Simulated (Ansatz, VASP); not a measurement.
## Sr: VASP beside Ansatz

The input INCAR:

```
SYSTEM = Sr
PREC = Accurate
ENCUT = 500
EDIFF = 1E-6
ISMEAR = 0
SIGMA = 0.1
LREAL = .False.
LASPH = .True.
NELM = 120
ALGO = Normal
ISIF = 2
LWAVE = .False.
LCHARG = .True.
GGA = PE
LELF = .True.
LVHAR = .True.
NBANDS = 17
GGA_COMPAT = .False.
```

File KPOINTS:

```
regular mesh
0
Gamma
  6 6 2
  0 0 0
```

The input POSCAR:

```
Sr
1.0
    4.3100002207      0.0000000000      0.0000000000
   -2.1550001104      3.7325696814      0.0000000000
    0.0000000000      0.0000000000      7.0500000000
Sr
2
Direct
    0.3333333333      0.6666666667      0.2500000000
    0.6666666667      0.3333333333      0.7500000000
```

Input for Ansatz:

```yaml
crystal:
  lattice:
    - [4.3100002207, 0.0, 0.0]
    - [-2.1550001104, 3.7325696814, 0.0]
    - [0.0, 0.0, 7.05]
  atoms:
    - { symbol: Sr, position: [0.3333333333, 0.6666666667, 0.25] }
    - { symbol: Sr, position: [0.6666666667, 0.3333333333, 0.75] }
basis: {}
kpoints:
  mp_grid: { grid: [6, 6, 2] }
hamiltonian:
  xc: pbe
  pseudopotentials: { kind: nc }
scf:
  occupations: { method: gaussian, width: 0.1 }
  max_iter: 300
output:
  forces: false
  stress: true
  eigenvalues: true
```

Alike in both runs: task single point; functional PBE; k mesh 6 × 6 × 2; occupations gaussian, width 0.1 eV; no spin polarisation.

```csv
,VASP,Ansatz
version,VASP 6.6.1,Ansatz 0.2.0
potentials or method,"VASP PAW PBE potentials, release 64 (Sr_sv)","scalar-relativistic, plane waves, norm-conserving potentials"
plane-wave cutoff (eV),500,925
valence electrons in the cell,20,20
```

Ansatz gave:

- gap on the k mesh at the Fermi level (eV): none
- pressure (GPa): -0.2
- traceless stress, the component that is largest in VASP (GPa): 0.13

Q: What did VASP give for the same quantities?

A: gap on the k mesh at the Fermi level (eV): none; pressure (GPa): -0.2; traceless stress, the component that is largest in VASP (GPa): 0.11.

A gap of «none» marks a metal or a gap that the smearing closes.

The k mesh is coarse, so the values compare programs but aren't converged.
